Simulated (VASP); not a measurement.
Write the native input for VASP 6.6.1 that does the following.

* Task: single point
* Functional: PBE
* Potentials or basis: VASP PAW PBE potentials, release 64 (Re)
* Cutoff: 520 eV
* k mesh: 18 × 18 × 10
* Occupations: gaussian, width 0.15 eV
* Spin: no spin polarisation
* Dipole correction: no
* Further INCAR settings: ALGO = Fast; EDIFF = 1e-07; NBANDS = 14

The structure of Re lies in POSCAR:

```
Re
1.0
    2.7748241524      0.0000000000     -0.3052306568
   -1.3874120762      2.4030682070     -0.1117221744
   -0.4932646191     -0.4932646191      4.4842238099
Re
2
Direct
    0.3333333333      0.6666666667      0.2500000000
    0.6666666667      0.3333333333      0.7500000000
```

This cell differs from its parent crystal: engineering shear strain xz -0.2200, engineering shear strain yz -0.2200.

These files were run (other wordings do the same):

INCAR

```
SYSTEM = Re
  PREC = Accurate
  ENCUT = 520
  EDIFF = 1E-7
  ISMEAR = 0
  SIGMA = 0.15
  LREAL = .FALSE.
  LASPH = .TRUE.
  NELM = 80
  ALGO = Fast
  ISIF = 2
  LWAVE = .FALSE.
  LCHARG = .FALSE.
  GGA = PE
  NBANDS = 14
```

KPOINTS

```
Automatic mesh
0
G
  18 18 10
  0 0 0
```

Potentials or basis: VASP PAW PBE potentials, release 64 (Re).

Command:

```console
$ cat potpaw_PBE.64/Re/POTCAR > POTCAR
$ mpirun -np 1 vasp_std > vasp.out
```

Results of the run:

- Pressure: 25.9 GPa
- Largest force: 1.840 eV/Å
- Band gap on the k mesh: zero (bands 7 and 8 overlap by 3.09 eV)

Caveat: the cell differs from its parent crystal (engineering shear strain xz -0.2200, engineering shear strain yz -0.2200); the stress differs along the axes, from 18 to 41 GPa; spin-orbit coupling is left out, which moves the levels of the heavy elements; forces of over 1 eV/Å act on the atoms, so gaps and moduli don't describe the material at rest.

It took 21 min on 1 thread of Intel Xeon 8259CL (shared host), peak memory 0.66 GiB.
